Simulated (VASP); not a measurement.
# Cu12O5 (a cell with a defect) in VASP: single point with PBE

Aim: the single point of Cu12O5 (a cell with a defect) with PBE.

All numbers are computed with VASP 6.6.1; they aren't measurements. Logs are shortened: lines on timing, memory, paths and dates and some standing lists are left out, and cuts for length are marked.

### Step 1. The cell of the first run

The cell holds a defect, 17 atoms: a = 6.079 Å, b = 6.079 Å, c = 7.445 Å, α = 90.00°, β = 90.00°, γ = 120.00°.

### Step 2. Single point, PBE, collinear spin (atoms taken out, then relaxed in part)

Input file INCAR:

```
SYSTEM = Cu12O5
PREC = Accurate
ENCUT = 520
EDIFF = 1E-6
ISMEAR = 0
SIGMA = 0.02
LREAL = .FALSE.
LASPH = .TRUE.
NELM = 200
ALGO = Normal
ISIF = 2
LWAVE = .FALSE.
LCHARG = .FALSE.
ISPIN = 2
MAGMOM = 0 0 0.25 0 0 0.25 0 0.25 0 0 0 0.25 0 0 0 0 0
LORBIT = 11
LMAXMIX = 4
GGA = PE
NBANDS = 99
NELECT = 161.0
GGA_COMPAT = .FALSE.
KPAR = 4
```

Input file KPOINTS:

```
Automatic mesh
0
G
  4 4 3
  0 0 0
```

Input file POSCAR:

```
Cu12O5
1.0
    4.2982410438      0.0000000000      4.2982410438
   -4.2982410438      4.2982410438      0.0000000000
   -4.2982410438     -4.2982410438      4.2982410438
Cu O
12 5
Direct
    0.6636051785      0.8312890932      0.5809029201
    0.3441878541      0.1721439106      0.9168005540
   -0.0424261024      0.4797897008      0.2506298331
    0.1704165378      0.3382453658      0.5813209595
    0.8299814289      0.6579090515      0.9170266006
    0.5236778685      0.0448562687      0.2506272580
   -0.0000159049     -0.0002278085      0.2476534858
    0.6679305063      0.3352586632      0.5307206689
    0.3346204008      0.6679866188      0.9370312835
    0.1697276463      0.8317998162      0.5812485079
    0.8295400498      0.1726109616      0.9175101421
    0.5247764461      0.4797585408      0.2508727181
    0.3345997734      0.6674348812      0.6788240949
    0.0012747536      0.0010117196     -0.0033640065
    0.0012652389      0.0008711628      0.4989849925
    0.6679071452      0.3343009816      0.8061963739
    0.3348333521      0.6681551520      0.1890281316
```

Potentials or basis: VASP PAW PBE potentials, release 64 (Cu, O).

Command:

```sh
> cat potpaw_PBE.64/Cu/POTCAR potpaw_PBE.64/O/POTCAR > POTCAR
> mpirun -np 4 vasp_std > vasp.out
```

OUTCAR:

```text
SYSTEM = Cu12O5
   PREC = Accurate
   ENCUT = 520
   EDIFF = 1E-6
   ISMEAR = 0
   LREAL = .FALSE.
   LASPH = .TRUE.
   NELM = 200
   ISIF = 2
   ISPIN = 2
   LORBIT = 11
   GGA = PE
   NELECT = 161.0

 ion  position               nearest neighbor table
   1  0.664  0.831  0.581-  13 1.88  15 1.88
   2  0.344  0.172  0.917-  16 1.89  14 1.90
   3  0.958  0.480  0.251-  17 2.04   8 2.58  12 2.63   6 2.64
   4  0.170  0.338  0.581-  13 1.88  15 1.88
   5  0.830  0.658  0.917-  16 1.89  14 1.90
   6  0.524  0.045  0.251-  17 2.04   8 2.59  12 2.64   3 2.64
   7  1.000  1.000  0.248-  14 1.87  15 1.87
   8  0.668  0.335  0.531-  16 2.05  12 2.58   3 2.58   6 2.59
   9  0.335  0.668  0.937-  17 1.88  13 1.92
  10  0.170  0.832  0.581-  13 1.88  15 1.88
  11  0.830  0.173  0.918-  16 1.89  14 1.90
  12  0.525  0.480  0.251-  17 2.04   8 2.58   3 2.63   6 2.64
  13  0.335  0.667  0.679-   4 1.88   1 1.88  10 1.88   9 1.92
  14  0.001  0.001  0.997-   7 1.87   2 1.90   5 1.90  11 1.90
  15  0.001  0.001  0.499-   7 1.87   4 1.88   1 1.88  10 1.88
  16  0.668  0.334  0.806-   2 1.89   5 1.89  11 1.89   8 2.05
  17  0.335  0.668  0.189-   9 1.88   6 2.04   3 2.04  12 2.04

  LATTYP: Found a hexagonal cell.
 ALAT       =     6.0786307785
 C/A-ratio  =     1.2247448714

  Lattice vectors:

 A1 = (   4.2982410438,   0.0000000000,   4.2982410438)
 A2 = (  -4.2982410438,   4.2982410438,   0.0000000000)
 A3 = (  -4.2982410438,  -4.2982410438,   4.2982410438)

Analysis of symmetry for initial positions (statically):
=====================================================================
 Subroutine PRICEL returns:
 Original cell was already a primitive cell.

 Routine SETGRP: Setting up the symmetry group for a
 hexagonal supercell.

 Subroutine GETGRP returns: Found  1 space group operations
 (whereof  1 operations were pure point group operations)
 out of a pool of 24 trial point group operations.

The static configuration has the point symmetry C_1 .

Analysis of symmetry for dynamics (positions and initial velocities):
=====================================================================
 Subroutine PRICEL returns:
 Original cell was already a primitive cell.

 Routine SETGRP: Setting up the symmetry group for a
 hexagonal supercell.

 Subroutine GETGRP returns: Found  1 space group operations
 (whereof  1 operations were pure point group operations)
 out of a pool of 24 trial point group operations.

The dynamic configuration has the point symmetry C_1 .

Analysis of structural, dynamic, and magnetic symmetry:
=====================================================================
 Subroutine PRICEL returns:
 Original cell was already a primitive cell.

 Routine SETGRP: Setting up the symmetry group for a
 hexagonal supercell.

 Subroutine GETGRP returns: Found  1 space group operations
 (whereof  1 operations were pure point group operations)
 out of a pool of 24 trial point group operations.

The overall configuration has the point symmetry C_1 .

 Subroutine INISYM returns: Found  1 space group operations
 (whereof  1 operations are pure point group operations),
 and found     1 'primitive' translations

----------------------------------------------------------------------------------------

                                     Primitive cell

  volume of cell :     238.2284

  direct lattice vectors                    reciprocal lattice vectors
     4.298241044  0.000000000  4.298241044     0.077551103  0.077551103  0.155102206
    -4.298241044  4.298241044  0.000000000    -0.077551103  0.155102206  0.077551103
    -4.298241044 -4.298241044  4.298241044    -0.077551103 -0.077551103  0.077551103

  length of vectors
     6.078630778  6.078630778  7.444771871     0.189960631  0.189960631  0.134322450

  position of ions in fractional coordinates (direct lattice)
     0.663605178  0.831289093  0.580902920
     0.344187854  0.172143911  0.916800554
     0.957573898  0.479789701  0.250629833
     0.170416538  0.338245366  0.581320959
     0.829981429  0.657909051  0.917026601
     0.523677869  0.044856269  0.250627258
[... 9 lines left out ...]
     0.667907145  0.334300982  0.806196374
     0.334833352  0.668155152  0.189028132

  ion indices of the primitive-cell ions
   primitive index   ion index
                 1           1
                 2           2
                 3           3
                 4           4
                 5           5
                 6           6
[... 9 lines left out ...]
                16          16
                17          17

----------------------------------------------------------------------------------------

 KPOINTS: Automatic mesh

Automatic generation of k-mesh.
 Grid dimensions read from file:
 generate k-points for:    4    4    3

 Generating k-lattice:

  Cartesian coordinates                     Fractional coordinates (reciprocal lattice)
     0.019387776  0.019387776  0.038775551     0.250000000  0.000000000  0.000000000
    -0.019387776  0.038775551  0.019387776     0.000000000  0.250000000  0.000000000
    -0.025850368 -0.025850368  0.025850368     0.000000000  0.000000000  0.333333333

  Length of vectors
     0.047490158  0.047490158  0.044774150

  Shift w.r.t. Gamma in fractional coordinates (k-lattice)
     0.000000000  0.000000000  0.000000000

 Subroutine IBZKPT returns following result:
 ===========================================

 Found     26 irreducible k-points:

 Following reciprocal coordinates:
            Coordinates               Weight
  0.000000  0.000000  0.000000      1.000000
  0.250000  0.000000  0.000000      2.000000
  0.000000  0.250000  0.000000      2.000000
 -0.250000  0.250000  0.000000      2.000000
  0.500000  0.000000  0.000000      1.000000
  0.000000  0.500000  0.000000      1.000000
[... 16 lines left out ...]
  0.500000  0.250000  0.333333      2.000000
 -0.250000 -0.250000  0.333333      2.000000
 [... further k-points ...]
   k-points           NKPTS =     26   k-points in BZ     NKDIM =     26   number of bands    NBANDS=     99
   number of dos      NEDOS =    301   number of ions     NIONS =     17
   total plane-waves  NPLWV = 129024
   dimension x,y,z NGX =    48 NGY =   48 NGZ =   56
   dimension x,y,z NGXF=    96 NGYF=   96 NGZF=  112
   ions per type =              12   5
   NGX,Y,Z   is equivalent  to a cutoff of  13.13, 13.13, 12.51 a.u.
   NGXF,Y,Z  is equivalent  to a cutoff of  26.26, 26.26, 25.01 a.u.
 SYSTEM =  Cu12O5
   PREC   = accura    normal or accurate (medium, high low for compatibility)
   ISTART =      0    job   : 0-new  1-cont  2-samecut
   ICHARG =      2    charge: 1-file 2-atom 10-const
   ISPIN  =      2    spin polarized calculation?
   LNONCOLLINEAR =      F non collinear calculations
   LSORBIT =      F    spin-orbit coupling
   LASPH  =      T    aspherical Exc in radial PAW
   ENCUT  =  520.0 eV  38.22 Ry    6.18 a.u.  11.30 11.30 13.84*2*pi/ulx,y,z
   NELM   =    200;   NELMIN=  2; NELMDL= -5     # of ELM steps
   EDIFF  = 0.1E-05   stopping-criterion for ELM
   LREAL  =      F    real-space projection
   EDIFFG = 0.1E-04   stopping-criterion for IOM
   NSW    =      0    number of steps for IOM
   IBRION =     -1    ionic relax: 0-MD 1-quasi-New 2-CG
   NFREE  =      0    steps in history (QN), initial steepest desc. (CG)
   ISIF   =      2    stress and relaxation
   ISYM   =      2    0-nonsym 1-usesym 2-fastsym
   POTIM  = 0.5000    time-step for ionic-motion
   TEBEG  =    0.0;   TEEND  =   0.0 temperature during run
   PSTRESS=    0.0 pullay stress
   NELECT =     161.0000    total number of electrons
   NUPDOWN=      -1.0000    fix difference up-down
   EMIN   =  10.00;   EMAX   =-10.00  energy-range for DOS
   EFERMI =   0.00;   METHOD = LEGACY
   ISMEAR =     0;   SIGMA  =   0.02  broadening in eV -4-tet -1-fermi 0-gaus
   EFERMI_NEDOS =   21; number of points for ismear=-14 and -15
   IALGO  =     38    algorithm
   IMIX   =      4    mixing-type and parameters
     AMIX     =   0.40;   BMIX     =  1.00
     AMIX_MAG =   1.60;   BMIX_MAG =  1.00
  volume/ion in A,a.u.               =      14.01        94.57
  Fermi-wavevector in a.u.,A,eV,Ry     =   1.436654  2.714883 28.082092  2.063976
  Thomas-Fermi vector in A             =   2.555819
   LORBIT       =     11    0 simple, 1 ext, 2 COOP (PROOUT), +10 PAW based schemes
   GGA     = PE    functional components
   LHFCALC =     F    Hartree Fock is set to
   AEXX    =    0.0000 exact exchange contribution
   IVDW    =     0    specifies the selected vdW correction
   LEPSILON=     F    determine dielectric tensor
   LRPA    =     F    only Hartree local field effects (RPA)
 spin polarized calculation
 Gauss-broadening in eV      SIGMA  =   0.02
  energy-cutoff  :      520.00
  volume of cell :      238.23
 maximum number of plane-waves:      6460
 NGX is ok and might be reduce to    48
   NGX = 23   NGY = 23   NGZ = 27

 number of electron     161.0000087 magnetization       0.9162183

 Free energy of the ion-electron system (eV)
  ---------------------------------------------------
  ext. energy  EPLUGINS =         0.00000000
  ---------------------------------------------------
  free energy    TOTEN  =       -78.17098107 eV

  energy without entropy =      -78.16821905  energy(sigma->0) =      -78.16960006

 E-fermi :   3.6160     XC(G=0): -10.6906

 val. band max:        3.6145731001   @ k =   0.5000   0.0000   0.0000
 cond. band min:       3.6225633720   @ k =  -0.2500   0.5000   0.3333
 fundamental gap:      0.0079902719
 Fermi energy:         3.6160135494

 spin component 1

 k-point     1 :       0.0000    0.0000    0.0000
  band No.  band energies     occupation
      1     -15.5828      1.00000
      2     -15.3443      1.00000
      3     -15.1487      1.00000
      4     -14.8508      1.00000
      5     -14.2679      1.00000
      6      -2.6863      1.00000
[... 2269 lines left out ...]
     91       8.3053      0.00000
     92       8.9028      0.00000

 [... further k-points ...]

 spin component 2

 k-point     1 :       0.0000    0.0000    0.0000
  band No.  band energies     occupation
      1     -15.5450      1.00000
      2     -15.2936      1.00000
      3     -15.1080      1.00000
      4     -14.7935      1.00000
      5     -14.2048      1.00000
      6      -2.6534      1.00000
[... 2269 lines left out ...]
     91       8.3259      0.00000
     92       8.9289      0.00000

 [... further k-points ...]

 [bands above 92 left out]

------------------------ aborting loop because EDIFF is reached ----------------------------------------

  FORCE on cell =-STRESS in cart. coord.  units (eV):
  Direction    XX          YY          ZZ          XY          YZ          ZX
  --------------------------------------------------------------------------------------
  -------------------------------------------------------------------------------------
  Total      -19.8447111    -19.8228550    -19.8094666     -0.0028145      0.0146772      0.0168565
  in kB     -133.4632845   -133.3162936   -133.2262517     -0.0189285      0.0987096      0.1133664
  external PRESSURE =    -133.3352766 kB  Pullay stress =       0.0000000 kB

 VOLUME and BASIS-vectors are now :
 -----------------------------------------------------------------------------
  energy-cutoff  :      520.00
  volume of cell :      238.23
      direct lattice vectors                 reciprocal lattice vectors
     4.298241044  0.000000000  4.298241044     0.077551103  0.077551103  0.155102206
    -4.298241044  4.298241044  0.000000000    -0.077551103  0.155102206  0.077551103
    -4.298241044 -4.298241044  4.298241044    -0.077551103 -0.077551103  0.077551103

 POSITION                                       TOTAL-FORCE (eV/Angst)
 -----------------------------------------------------------------------------------
     -3.21761      1.07622      5.34920         0.003140      0.010042     -0.010253
     -3.20114     -3.20071      5.42003        -0.013099     -0.008791      0.009652
      0.97636      0.98498      5.19315         0.001735     -0.004415      0.000769
     -3.22003     -1.04480      3.23115         0.005782      0.014730     -0.010728
     -3.20199     -1.11375      7.50906        -0.011039     -0.006993      0.008182
      0.98083     -0.88445      3.32815        -0.010089      0.010324      0.008795
[... 9 lines left out ...]
     -2.03131     -2.02832      6.33605         0.041132      0.038913     -0.039276
     -2.24519      2.05940      2.25168        -0.022988     -0.053106      0.042080
 -----------------------------------------------------------------------------------
    total drift:                               -0.000743     -0.003126     -0.000635

  FREE ENERGIE OF THE ION-ELECTRON SYSTEM (eV)
  ---------------------------------------------------
  free  energy   TOTEN  =       -78.1709810675 eV

  energy  without entropy=      -78.1682190532  energy(sigma->0) =      -78.16960006

 total charge

# of ion       s       p       d       tot
------------------------------------------
    1        0.391   0.287   9.187   9.866
    2        0.386   0.284   9.181   9.851
    3        0.364   0.215   9.189   9.768
    4        0.391   0.287   9.187   9.866
    5        0.386   0.284   9.181   9.851
    6        0.363   0.214   9.190   9.768
[... 9 lines left out ...]
   16        1.553   3.392   0.000   4.945
   17        1.557   3.346   0.000   4.903
--------------------------------------------------
tot         12.329  20.169 110.230 142.727

 magnetization (x)

# of ion       s       p       d       tot
------------------------------------------
    1        0.004  -0.001   0.057   0.061
    2        0.006  -0.001   0.079   0.084
    3        0.004  -0.001   0.048   0.051
    4        0.004  -0.001   0.057   0.060
    5        0.006  -0.001   0.078   0.083
    6        0.004  -0.001   0.047   0.051
[... 9 lines left out ...]
   16        0.001   0.032   0.000   0.032
   17        0.001   0.035   0.000   0.035
--------------------------------------------------
tot          0.059   0.128   0.733   0.920
```

Run time: 6.4 min. Hardware: 4 MPI ranks of Intel Xeon 6975P-C (Granite Rapids), shared host; peak memory 0.97 GiB.

What came out:

| Property | Result |
| --- | --- |
| Free energy | -78.1710 eV |
| Largest force | 0.072 eV/Å |
| Net moment | 0.92 μB per cell |
| Site moments | Cu +0.06, +0.08, +0.05, +0.04, +0.10 (each value once); O +0.03, +0.02, +0.04 (each value once) μB |
| Valence electrons inside the program's atomic spheres | Cu 9.87, 9.85, 9.77, 9.88, 9.78 (each value once); O 4.97, 4.98, 4.95, 4.90 (each value once) |

Forces on the atoms (eV/Å):
```
Cu   0.003  0.010 -0.010
Cu  -0.013 -0.009  0.010
Cu   0.002 -0.004  0.001
Cu   0.006  0.015 -0.011
Cu  -0.011 -0.007  0.008
Cu  -0.010  0.010  0.009
Cu   0.000  0.004  0.009
Cu   0.008 -0.002  0.000
Cu   0.021  0.018 -0.020
Cu   0.014  0.009 -0.008
Cu  -0.003 -0.007  0.008
Cu  -0.015  0.008 -0.015
O   -0.025 -0.025  0.025
O    0.017  0.015 -0.021
O   -0.012 -0.022  0.012
O    0.041  0.039 -0.039
O   -0.023 -0.053  0.042
```

Levels at points of the mesh, in eV from the Fermi level:
Spin up:
```csv
k point,band 78,band 79,band 80,band 81,band 82,band 83,band 84,band 85
"(0.00, 0.00, 0.00)",-0.24,-0.04,0.07,0.07,1.55,1.97,2.06,2.07
"(0.50, 0.00, 0.00)",-0.32,-0.28,-0.27,-0.11,1.33,2.08,2.29,2.45
"(0.00, 0.50, 0.00)",-0.32,-0.28,-0.27,-0.12,1.33,2.08,2.28,2.46
"(0.50, 0.50, 0.00)",-0.32,-0.28,-0.27,-0.12,1.33,2.08,2.28,2.46
```
Spin down:
```
           k point  band 77  band 78  band 79  band 80  band 81  band 82  band 83  band 84
(0.00, 0.00, 0.00)    -0.36    -0.14     0.09     0.16     0.16     1.61     2.05     2.07
(0.50, 0.00, 0.00)    -0.26    -0.23    -0.19    -0.18     0.00     1.40     2.15     2.33
(0.00, 0.50, 0.00)    -0.26    -0.23    -0.19    -0.18    -0.01     1.40     2.15     2.33
(0.50, 0.50, 0.00)    -0.26    -0.23    -0.19    -0.18     0.00     1.39     2.15     2.32
```

Caveat: the cell carries a net charge on a neutralising background, which shifts energy and pressure; the cell differs from its parent crystal (atoms taken out, then relaxed in part); the cell is charged against a uniform background, so pressure and absolute levels hang on convention.
